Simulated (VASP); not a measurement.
# FeO (Fm-3m) in VASP: single point with PBEsol+U

Aim: the single point of FeO with PBEsol+U.

All numbers are computed with VASP 6.6.1; they aren't measurements. Logs are shortened: lines on timing, memory, paths and dates and some standing lists are left out, and cuts for length are marked.

### 1 The cell of the first run

Symmetry: Fm-3m, No. 225, cubic system. Conventional cell: a = 4.311 Å, b = 4.311 Å, c = 4.311 Å, α = 90.00°, β = 90.00°, γ = 90.00°. Fe (site symmetry m-3m) has 6 O at 2.16 Å within 2.9 Å. O (site symmetry m-3m) has 6 Fe at 2.16 Å within 2.9 Å.

### 2 Single point, PBEsol+U, collinear spin, ferromagnetic start

INCAR

```
SYSTEM = FeO
ALGO = Normal ; EDIFF = 1E-6
ENCUT = 1340 ; GGA = PS
GGA_COMPAT = .FALSE. ; ISIF = 2
ISMEAR = 0 ; ISPIN = 2
LASPH = .TRUE. ; LCHARG = .FALSE.
LDAU = .TRUE. ; LDAUJ = 0 0
LDAUL = 2 -1 ; LDAUPRINT = 1
LDAUTYPE = 2 ; LDAUU = 5 0
LMAXMIX = 4 ; LORBIT = 11
LREAL = .FALSE. ; LWAVE = .FALSE.
MAGMOM = 3.9 0.25 ; NBANDS = 22
NELM = 200 ; PREC = Accurate
SIGMA = 0.05
```

KPOINTS

```
k-points
0
G
  8 8 8
  0 0 0
```

POSCAR

```
FeO
1.0
    0.0000000000      2.1554001600      2.1554001600
    2.1554001600      0.0000000000      2.1554001600
    2.1554001600      2.1554001600      0.0000000000
Fe O
1 1
Direct
    0.0000000000      0.0000000000      0.0000000000
    0.5000000000      0.5000000000      0.5000000000
```

Potentials or basis: VASP PAW PBE potentials, release 64 (Fe_sv, O_h).

Command:

```bash
cat potpaw_PBE.64/Fe_sv/POTCAR potpaw_PBE.64/O_h/POTCAR > POTCAR
mpirun -np 1 vasp_std > vasp.out
```

OUTCAR:

```text
SYSTEM = FeO
   EDIFF = 1E-6
   ENCUT = 1340
   GGA = PS
   ISIF = 2
   ISMEAR = 0
   ISPIN = 2
   LASPH = .TRUE.
   LORBIT = 11
   LREAL = .FALSE.
   NELM = 200
   PREC = Accurate

 ion  position               nearest neighbor table
   1  0.000  0.000  0.000-
   2  0.500  0.500  0.500-

  LATTYP: Found a face centered cubic cell.
 ALAT       =     4.3108003200

  Lattice vectors:

 A1 = (   0.0000000000,   2.1554001600,   2.1554001600)
 A2 = (   2.1554001600,   0.0000000000,   2.1554001600)
 A3 = (   2.1554001600,   2.1554001600,   0.0000000000)

Analysis of symmetry for initial positions (statically):
=====================================================================
 Subroutine PRICEL returns:
 Original cell was already a primitive cell.

 Routine SETGRP: Setting up the symmetry group for a
 face centered cubic supercell.

 Subroutine GETGRP returns: Found 48 space group operations
 (whereof 48 operations were pure point group operations)
 out of a pool of 48 trial point group operations.

The static configuration has the point symmetry O_h .

Analysis of symmetry for dynamics (positions and initial velocities):
=====================================================================
 Subroutine PRICEL returns:
 Original cell was already a primitive cell.

 Routine SETGRP: Setting up the symmetry group for a
 face centered cubic supercell.

 Subroutine GETGRP returns: Found 48 space group operations
 (whereof 48 operations were pure point group operations)
 out of a pool of 48 trial point group operations.

The dynamic configuration has the point symmetry O_h .

Analysis of structural, dynamic, and magnetic symmetry:
=====================================================================
 Subroutine PRICEL returns:
 Original cell was already a primitive cell.

 Routine SETGRP: Setting up the symmetry group for a
[... 171 lines left out ...]
  o =  0.0678  v =  0.0000  0.0000  0.0000  0.0000  0.0000  0.0000 -0.0000 -0.0192 -0.0000  0.9998      0.0000  0.0000  0.0000  0.0000  0.0000  0.0000  0.0000  0.0000  0.0000  0.0000
  o =  0.2622  v =  0.0000  0.0000  0.0000  0.0000  0.0000  1.0000  0.0000  0.0000  0.0000  0.0000      0.0000  0.0000  0.0000  0.0000  0.0000  0.0000  0.0000  0.0000  0.0000  0.0000
  o =  0.2622  v =  0.0000  0.0000  0.0000  0.0000  0.0000  0.0000 -0.9969 -0.0000  0.0788 -0.0000      0.0000  0.0000  0.0000  0.0000  0.0000  0.0000  0.0000  0.0000  0.0000  0.0000
  o =  0.2622  v =  0.0000  0.0000  0.0000  0.0000  0.0000  0.0000 -0.0788  0.0000 -0.9969 -0.0000      0.0000  0.0000  0.0000  0.0000  0.0000  0.0000  0.0000  0.0000  0.0000  0.0000
  o =  0.9068  v =  0.0000 -0.0399  0.0000  0.9992 -0.0000  0.0000  0.0000  0.0000  0.0000  0.0000      0.0000  0.0000  0.0000  0.0000  0.0000  0.0000  0.0000  0.0000  0.0000  0.0000
  o =  0.9068  v =  0.0000 -0.9992  0.0000 -0.0399  0.0000  0.0000  0.0000  0.0000  0.0000  0.0000      0.0000  0.0000  0.0000  0.0000  0.0000  0.0000  0.0000  0.0000  0.0000  0.0000
  o =  0.9068  v =  1.0000  0.0000  0.0000  0.0000  0.0000  0.0000  0.0000  0.0000  0.0000  0.0000      0.0000  0.0000  0.0000  0.0000  0.0000  0.0000  0.0000  0.0000  0.0000  0.0000
  o =  0.9373  v =  0.0000 -0.0000  0.0014 -0.0000 -1.0000  0.0000  0.0000  0.0000  0.0000  0.0000      0.0000  0.0000  0.0000  0.0000  0.0000  0.0000  0.0000  0.0000  0.0000  0.0000
  o =  0.9373  v =  0.0000 -0.0000 -1.0000  0.0000 -0.0014  0.0000  0.0000  0.0000  0.0000  0.0000      0.0000  0.0000  0.0000  0.0000  0.0000  0.0000  0.0000  0.0000  0.0000  0.0000

 number of electron      22.0000004 magnetization       4.0041308

 Free energy of the ion-electron system (eV)
  ---------------------------------------------------
  ext. energy  EPLUGINS =         0.00000000
  ---------------------------------------------------
  free energy    TOTEN  =       -13.05153714 eV

  energy without entropy =      -13.05042167  energy(sigma->0) =      -13.05097941

 E-fermi :  10.9686     XC(G=0): -12.7763

 val. band max:       10.9322941233   @ k =  -0.3750   0.2500   0.0000
 cond. band min:      11.0296048789   @ k =   0.2500   0.1250   0.0000
 fundamental gap:      0.0973107556
 Fermi energy:        10.9686317022

 spin component 1

 k-point     1 :       0.0000    0.0000    0.0000
  band No.  band energies     occupation
      1     -79.8590      1.00000
      2     -46.0085      1.00000
      3     -46.0085      1.00000
      4     -46.0085      1.00000
      5     -10.4327      1.00000
      6       4.1527      1.00000
[... 1193 lines left out ...]
     21      36.6932      0.00000
     22      38.5480      0.00000

 [... further k-points ...]

------------------------ aborting loop because EDIFF is reached ----------------------------------------

  FORCE on cell =-STRESS in cart. coord.  units (eV):
  Direction    XX          YY          ZZ          XY          YZ          ZX
  --------------------------------------------------------------------------------------
  -------------------------------------------------------------------------------------
  Total       -0.9121609     -0.9121609     -0.9121609      0.0000000      0.0000000      0.0000000
  in kB      -72.9740296    -72.9740296    -72.9740296      0.0000000      0.0000000      0.0000000
  external PRESSURE =     -72.9740296 kB  Pullay stress =       0.0000000 kB

 VOLUME and BASIS-vectors are now :
 -----------------------------------------------------------------------------
  energy-cutoff  :     1340.00
  volume of cell :       20.03
      direct lattice vectors                 reciprocal lattice vectors
     0.000000000  2.155400160  2.155400160    -0.231975486  0.231975486  0.231975486
     2.155400160  0.000000000  2.155400160     0.231975486 -0.231975486  0.231975486
     2.155400160  2.155400160  0.000000000     0.231975486  0.231975486 -0.231975486

 POSITION                                       TOTAL-FORCE (eV/Angst)
 -----------------------------------------------------------------------------------
      0.00000      0.00000      0.00000         0.000000      0.000000      0.000000
      2.15540      2.15540      2.15540         0.000000     -0.000000     -0.000000
 -----------------------------------------------------------------------------------
    total drift:                                0.000000      0.000000      0.000000

  FREE ENERGIE OF THE ION-ELECTRON SYSTEM (eV)
  ---------------------------------------------------
  free  energy   TOTEN  =       -13.0515371432 eV

  energy  without entropy=      -13.0504216671  energy(sigma->0) =      -13.05097941

 total charge

# of ion       s       p       d       tot
------------------------------------------
    1        2.108   6.001   5.493  13.602
    2        1.029   2.306   0.000   3.335
--------------------------------------------------
tot          3.138   8.307   5.493  16.937

 magnetization (x)

# of ion       s       p       d       tot
------------------------------------------
    1        0.014   0.010   3.662   3.687
    2        0.023   0.142   0.000   0.165
--------------------------------------------------
tot          0.037   0.152   3.662   3.851
```

stdout:

```text
POSCAR found type information on POSCAR FeO
 POSCAR found :  2 types and       2 ions
 scaLAPACK will be used
 -----------------------------------------------------------------------------
|                                                                             |
|                                                                             |
|     You enforced a specific xc type in the INCAR file but a different       |
|     I HOPE YOU KNOW WHAT YOU ARE DOING!                                     |
|                                                                             |
 -----------------------------------------------------------------------------

 LDA part: xc-table for (Slater+PW92), standard interpolation
 POSCAR, INCAR and KPOINTS ok, starting setup
 FFT: planning ... GRIDC
 FFT: planning ... GRID_SOFT
 FFT: planning ... GRID
 WAVECAR not read
 entering main loop
```

It took 94 s on 1 thread of Intel Xeon Platinum 8259CL at 2.50GHz (Skylake/Cascade Lake), shared host; peak memory 0.28 GiB.

Results:

```yaml
Free_energy: -13.0515 eV
Pressure: -7.3 GPa
Band_gap_on_the_k_mesh: zero (filled and empty bands overlap)
Net_moment: 4.00 μB per cell
Site_moments: Fe +3.69; O +0.17 μB
Valence_electrons_inside_the_program's_atomic_spheres: Fe 13.60; O 3.33
```

Levels at points of the mesh, in eV from the Fermi level:
Spin up:
```
           k point  band 10  band 11  band 12  band 13  band 14  band 15  band 16  band 17
(0.00, 0.00, 0.00)    -6.78    -4.53    -4.53    -4.53    -0.85    14.24    15.41    15.41
(0.50, 0.00, 0.00)    -6.10    -5.08    -2.22    -2.22     3.04     7.54    11.41    11.41
(0.50, 0.50, 0.00)    -5.85    -5.85    -5.74    -5.74     4.18     7.85     9.09    13.69
```
Spin down:
```csv
k point,band 5,band 6,band 7,band 8,band 9,band 10,band 11,band 12,band 13,band 14
"(0.00, 0.00, 0.00)",-21.02,-4.12,-4.12,-4.12,-0.77,-0.77,-0.77,-0.22,1.05,1.05
"(0.50, 0.00, 0.00)",-19.77,-8.95,-5.71,-5.71,0.51,0.51,0.58,3.36,3.49,3.49
"(0.50, 0.50, 0.00)",-19.73,-7.88,-5.33,-5.33,-2.39,0.89,0.89,1.70,2.01,5.52
```

Eigenvalues of the final occupation matrices:
```csv
site,spin,trace,eigenvalues
site 1 d,1,4.60,0.91 0.91 0.91 0.94 0.94
site 1 d,2,0.92,0.07 0.07 0.26 0.26 0.26
```

Caveat: the cell stands under tension; the PAW data sets were made with another functional, which shifts forces and pressure a little; a cell with one magnetic atom can't hold antiferromagnetic order, which such compounds often take. The state reached can hang on the start; a lower one may exist.

The gap in the log of VASP goes by the Fermi energy; the results here count the filled bands.